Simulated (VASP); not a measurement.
# SiMo3 (Pm-3n) in VASP: a series of runs

The runs below take SiMo3 through single point, relaxation of cell and atoms, with PBEsol.

Everything below comes from runs of VASP 6.6.1. Logs are shortened: lines on timing, memory, paths and dates and some standing lists are left out, and cuts for length are marked.

## Step 1: The cell of the first run

The structure is cubic, space group Pm-3n (No. 223). Conventional cell: a = 4.862 Å, b = 4.862 Å, c = 4.862 Å, α = 90.00°, β = 90.00°, γ = 90.00°. Si (site symmetry m-3) has 12 Mo at 2.72 Å within 3.6 Å. Within 3.2 Å of Mo (site symmetry -4m2) lie 10 Mo at 2.43 to 2.98 Å and 4 Si at 2.72 Å.

## Step 2: Single point, PBEsol

Input file INCAR:

```
SYSTEM = SiMo3
  ALGO = Fast
  EDIFF = 1E-7
  ENCUT = 520
  GGA = PS
  ISIF = 2
  ISMEAR = 0
  LASPH = .TRUE.
  LCHARG = .FALSE.
  LREAL = .FALSE.
  LWAVE = .FALSE.
  NBANDS = 56
  NELM = 60
  PREC = Accurate
  SIGMA = 0.1
```

Input file KPOINTS:

```
k-points
0
G
  8 8 8
  0 0 0
```

Input file POSCAR:

```
SiMo3
1.0
    4.8615851673      0.0000000000      0.0000000000
    0.0000000000      4.8615851673      0.0000000000
    0.0000000000      0.0000000000      4.8615851673
Si Mo
2 6
Direct
    0.0000000000      0.0000000000      0.0000000000
    0.5000000000      0.5000000000      0.5000000000
    0.2500000000      0.0000000000      0.5000000000
    0.5000000000      0.7500000000      0.0000000000
    0.7500000000      0.0000000000      0.5000000000
    0.5000000000      0.2500000000      0.0000000000
    0.0000000000      0.5000000000      0.7500000000
    0.0000000000      0.5000000000      0.2500000000
```

Potentials or basis: VASP PAW PBE potentials, release 64 (Si, Mo_sv).

Command:

```sh
$ cat potpaw_PBE.64/Si/POTCAR potpaw_PBE.64/Mo_sv/POTCAR > POTCAR
$ mpirun -np 1 vasp_std > vasp.out
```

OUTCAR:

```text
SYSTEM = SiMo3
   EDIFF = 1E-7
   ENCUT = 520
   GGA = PS
   ISIF = 2
   ISMEAR = 0
   LASPH = .TRUE.
   LREAL = .FALSE.
   NELM = 60
   PREC = Accurate

 ion  position               nearest neighbor table
   1  0.000  0.000  0.000-   3 2.72   4 2.72   5 2.72   6 2.72   7 2.72   8 2.72   3 2.72   5 2.72
                             7 2.72   8 2.72   4 2.72   6 2.72
   2  0.500  0.500  0.500-   3 2.72   4 2.72   5 2.72   6 2.72   7 2.72   8 2.72   4 2.72   6 2.72
                             3 2.72   5 2.72   7 2.72   8 2.72
   3  0.250  0.000  0.500-   5 2.43   5 2.43   1 2.72   1 2.72   2 2.72   2 2.72   8 2.98   4 2.98
                             4 2.98   6 2.98   6 2.98   7 2.98   8 2.98   7 2.98
   4  0.500  0.750  0.000-   6 2.43   6 2.43   1 2.72   2 2.72   2 2.72   1 2.72   8 2.98   5 2.98
                             3 2.98   5 2.98   3 2.98   7 2.98   7 2.98   8 2.98
   5  0.750  0.000  0.500-   3 2.43   3 2.43   1 2.72   1 2.72   2 2.72   2 2.72   8 2.98   4 2.98
                             4 2.98   6 2.98   6 2.98   7 2.98   8 2.98   7 2.98
   6  0.500  0.250  0.000-   4 2.43   4 2.43   1 2.72   2 2.72   2 2.72   1 2.72   8 2.98   3 2.98
                             3 2.98   5 2.98   5 2.98   7 2.98   7 2.98   8 2.98
   7  0.000  0.500  0.750-   8 2.43   8 2.43   1 2.72   2 2.72   1 2.72   2 2.72   3 2.98   4 2.98
                             5 2.98   3 2.98   5 2.98   6 2.98   4 2.98   6 2.98
   8  0.000  0.500  0.250-   7 2.43   7 2.43   1 2.72   2 2.72   1 2.72   2 2.72   3 2.98   4 2.98
                             5 2.98   3 2.98   5 2.98   6 2.98   4 2.98   6 2.98

  LATTYP: Found a simple cubic cell.
 ALAT       =     4.8615851673

  Lattice vectors:

 A1 = (   4.8615851673,   0.0000000000,   0.0000000000)
 A2 = (   0.0000000000,   4.8615851673,   0.0000000000)
 A3 = (   0.0000000000,   0.0000000000,   4.8615851673)

Analysis of symmetry for initial positions (statically):
=====================================================================
 Subroutine PRICEL returns:
 Original cell was already a primitive cell.

 Routine SETGRP: Setting up the symmetry group for a
 simple cubic supercell.

 Subroutine GETGRP returns: Found 48 space group operations
 (whereof 24 operations were pure point group operations)
 out of a pool of 48 trial point group operations.

The static configuration has the point symmetry T_h .
 The point group associated with its full space group is O_h .

Analysis of symmetry for dynamics (positions and initial velocities):
=====================================================================
 Subroutine PRICEL returns:
 Original cell was already a primitive cell.

 Routine SETGRP: Setting up the symmetry group for a
 simple cubic supercell.

 Subroutine GETGRP returns: Found 48 space group operations
 (whereof 24 operations were pure point group operations)
 out of a pool of 48 trial point group operations.

The dynamic configuration has the point symmetry T_h .
 The point group associated with its full space group is O_h .

 Subroutine INISYM returns: Found 48 space group operations
 (whereof 24 operations are pure point group operations),
 and found     1 'primitive' translations

----------------------------------------------------------------------------------------

                                     Primitive cell

  volume of cell :     114.9036

  direct lattice vectors                    reciprocal lattice vectors
     4.861585167  0.000000000  0.000000000     0.205694226  0.000000000  0.000000000
     0.000000000  4.861585167  0.000000000     0.000000000  0.205694226  0.000000000
     0.000000000  0.000000000  4.861585167     0.000000000  0.000000000  0.205694226

  length of vectors
     4.861585167  4.861585167  4.861585167     0.205694226  0.205694226  0.205694226

  position of ions in fractional coordinates (direct lattice)
     0.000000000  0.000000000  0.000000000
     0.500000000  0.500000000  0.500000000
     0.250000000  0.000000000  0.500000000
     0.500000000  0.750000000  0.000000000
     0.750000000  0.000000000  0.500000000
     0.500000000  0.250000000  0.000000000
     0.000000000  0.500000000  0.750000000
     0.000000000  0.500000000  0.250000000

  ion indices of the primitive-cell ions
   primitive index   ion index
                 1           1
                 2           2
                 3           3
                 4           4
                 5           5
                 6           6
                 7           7
                 8           8

----------------------------------------------------------------------------------------

 KPOINTS: k-points

Automatic generation of k-mesh.
 Grid dimensions read from file:
 generate k-points for:    8    8    8

 Generating k-lattice:

  Cartesian coordinates                     Fractional coordinates (reciprocal lattice)
     0.025711778  0.000000000  0.000000000     0.125000000  0.000000000  0.000000000
     0.000000000  0.025711778  0.000000000     0.000000000  0.125000000  0.000000000
     0.000000000  0.000000000  0.025711778     0.000000000  0.000000000  0.125000000

  Length of vectors
     0.025711778  0.025711778  0.025711778

  Shift w.r.t. Gamma in fractional coordinates (k-lattice)
     0.000000000  0.000000000  0.000000000

 Subroutine IBZKPT returns following result:
 ===========================================

 Found     35 irreducible k-points:

 Following reciprocal coordinates:
            Coordinates               Weight
  0.000000  0.000000  0.000000      1.000000
  0.125000  0.000000  0.000000      6.000000
  0.250000  0.000000  0.000000      6.000000
  0.375000  0.000000  0.000000      6.000000
  0.500000  0.000000  0.000000      3.000000
  0.125000  0.125000  0.000000     12.000000
[... 16 lines left out ...]
  0.375000  0.375000  0.125000     24.000000
  0.500000  0.375000  0.125000     24.000000
 [... further k-points ...]
   k-points           NKPTS =     35   k-points in BZ     NKDIM =     35   number of bands    NBANDS=     56
   number of dos      NEDOS =    301   number of ions     NIONS =      8
   total plane-waves  NPLWV =  46656
   dimension x,y,z NGX =    36 NGY =   36 NGZ =   36
   dimension x,y,z NGXF=    72 NGYF=   72 NGZF=   72
   ions per type =               2   6
   NGX,Y,Z   is equivalent  to a cutoff of  12.31, 12.31, 12.31 a.u.
   NGXF,Y,Z  is equivalent  to a cutoff of  24.62, 24.62, 24.62 a.u.
 SYSTEM =  SiMo3
   PREC   = accura    normal or accurate (medium, high low for compatibility)
   ISTART =      0    job   : 0-new  1-cont  2-samecut
   ICHARG =      2    charge: 1-file 2-atom 10-const
   ISPIN  =      1    spin polarized calculation?
   LNONCOLLINEAR =      F non collinear calculations
   LSORBIT =      F    spin-orbit coupling
   LASPH  =      T    aspherical Exc in radial PAW
   ENCUT  =  520.0 eV  38.22 Ry    6.18 a.u.   9.04  9.04  9.04*2*pi/ulx,y,z
   NELM   =     60;   NELMIN=  2; NELMDL= -5     # of ELM steps
   EDIFF  = 0.1E-06   stopping-criterion for ELM
   LREAL  =      F    real-space projection
   EDIFFG = 0.1E-05   stopping-criterion for IOM
   NSW    =      0    number of steps for IOM
   IBRION =     -1    ionic relax: 0-MD 1-quasi-New 2-CG
   NFREE  =      0    steps in history (QN), initial steepest desc. (CG)
   ISIF   =      2    stress and relaxation
   ISYM   =      2    0-nonsym 1-usesym 2-fastsym
   POTIM  = 0.5000    time-step for ionic-motion
   TEBEG  =    0.0;   TEEND  =   0.0 temperature during run
   PSTRESS=    0.0 pullay stress
   NELECT =      92.0000    total number of electrons
   NUPDOWN=      -1.0000    fix difference up-down
   EMIN   =  10.00;   EMAX   =-10.00  energy-range for DOS
   EFERMI =   0.00;   METHOD = LEGACY
   ISMEAR =     0;   SIGMA  =   0.10  broadening in eV -4-tet -1-fermi 0-gaus
   EFERMI_NEDOS =   21; number of points for ismear=-14 and -15
   IALGO  =     68    algorithm
   IMIX   =      4    mixing-type and parameters
     AMIX     =   0.40;   BMIX     =  1.00
     AMIX_MAG =   1.60;   BMIX_MAG =  1.00
  volume/ion in A,a.u.               =      14.36        96.93
  Fermi-wavevector in a.u.,A,eV,Ry     =   1.520173  2.872710 31.442036  2.310924
  Thomas-Fermi vector in A             =   2.629059
   LORBIT       =      0    0 simple, 1 ext, 2 COOP (PROOUT), +10 PAW based schemes
   GGA     = PS    functional components
   LHFCALC =     F    Hartree Fock is set to
   AEXX    =    0.0000 exact exchange contribution
   IVDW    =     0    specifies the selected vdW correction
   LEPSILON=     F    determine dielectric tensor
   LRPA    =     F    only Hartree local field effects (RPA)
 non-spin polarized calculation
 RMM-DIIS sequential band-by-band and
 Gauss-broadening in eV      SIGMA  =   0.10
  energy-cutoff  :      520.00
  volume of cell :      114.90
 maximum number of plane-waves:      3136
   NGX = 19   NGY = 19   NGZ = 19

 number of electron      91.9999996 magnetization

 Free energy of the ion-electron system (eV)
  ---------------------------------------------------
  ext. energy  EPLUGINS =         0.00000000
  ---------------------------------------------------
  free energy    TOTEN  =       -85.11100547 eV

  energy without entropy =      -85.08990112  energy(sigma->0) =      -85.10045330

 E-fermi :  12.9229     XC(G=0): -13.3234

 val. band max:       12.9163520535   @ k =   0.3750   0.3750   0.0000
 cond. band min:      12.9418851902   @ k =   0.2500   0.1250   0.1250
 fundamental gap:      0.0255331367
 Fermi energy:        12.9228709925

 k-point     1 :       0.0000    0.0000    0.0000
  band No.  band energies     occupation
      1     -48.2732      2.00000
      2     -48.1477      2.00000
      3     -48.1477      2.00000
      4     -47.7958      2.00000
      5     -47.7958      2.00000
      6     -47.7958      2.00000
[... 1405 lines left out ...]
     55      15.1475      0.00000
     56      15.5230      0.00000

 [... further k-points ...]

------------------------ aborting loop because EDIFF is reached ----------------------------------------

  FORCE on cell =-STRESS in cart. coord.  units (eV):
  Direction    XX          YY          ZZ          XY          YZ          ZX
  --------------------------------------------------------------------------------------
  -------------------------------------------------------------------------------------
  Total        0.4352913      0.4352913      0.4352913      0.0000000     -0.0000000     -0.0000000
  in kB        6.0695552      6.0695552      6.0695552      0.0000000     -0.0000000     -0.0000000
  external PRESSURE =       6.0695552 kB  Pullay stress =       0.0000000 kB

 VOLUME and BASIS-vectors are now :
 -----------------------------------------------------------------------------
  energy-cutoff  :      520.00
  volume of cell :      114.90
      direct lattice vectors                 reciprocal lattice vectors
     4.861585167  0.000000000  0.000000000     0.205694226  0.000000000  0.000000000
     0.000000000  4.861585167  0.000000000     0.000000000  0.205694226  0.000000000
     0.000000000  0.000000000  4.861585167     0.000000000  0.000000000  0.205694226

 POSITION                                       TOTAL-FORCE (eV/Angst)
 -----------------------------------------------------------------------------------
      0.00000      0.00000      0.00000         0.000000      0.000000      0.000000
      2.43079      2.43079      2.43079         0.000000      0.000000      0.000000
      1.21540      0.00000      2.43079        -0.000000     -0.000000      0.000000
      2.43079      3.64619      0.00000         0.000000     -0.000000      0.000000
      3.64619      0.00000      2.43079         0.000000     -0.000000     -0.000000
      2.43079      1.21540      0.00000        -0.000000      0.000000     -0.000000
      0.00000      2.43079      3.64619        -0.000000      0.000000      0.000000
      0.00000      2.43079      1.21540        -0.000000     -0.000000     -0.000000
 -----------------------------------------------------------------------------------
    total drift:                                0.000000      0.000000     -0.000000

  FREE ENERGIE OF THE ION-ELECTRON SYSTEM (eV)
  ---------------------------------------------------
  free  energy   TOTEN  =       -85.1110054737 eV

  energy  without entropy=      -85.0899011203  energy(sigma->0) =      -85.10045330
```

It took 3.4 min on 1 thread of Intel Xeon 6975P-C, shared host; peak memory 0.31 GiB.

What came out:

```yaml
Free_energy: -85.1110 eV
Pressure: 0.6 GPa
Band_gap_on_the_k_mesh: zero (band 46 reaches 14.19 eV, above the bottom of band 47 at 11.71 eV)
```

Caveat: the PAW data sets were made with another functional, which shifts forces and pressure a little.

(Part 1 of 2 ends here.)
